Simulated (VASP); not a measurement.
Crystal: BN.

```
B N
1.0
     2.50804    0.00000    0.00000
    -1.24671    2.17623    0.00000
    -0.63067   -1.08812    3.02254
B N
1 1
Cartesian
  1.2297 2.1384 0.0055
  0.6410 -0.3484 2.9772
```

Program: VASP 6.6.1. Alike in all runs: task single point; level r2SCAN; potentials or basis VASP PAW PBE potentials, release 64 (B, N); no spin polarisation; cell as given; cutoff (eV) 520; smearing methfessel-paxton 0.05 eV. Hardware: 1 thread of Intel(R) Xeon(R) Platinum 8488C (Sapphire Rapids), on a shared host.

Problem. Order these runs on this cell by their wall time, lowest first.
A. k mesh 4 × 4 × 4
B. k mesh 9 × 9 × 9
C. k mesh 6 × 6 × 6

Solution. A (18 s), C (48 s), B (140 s).

Caveats: some runs use coarse meshes.
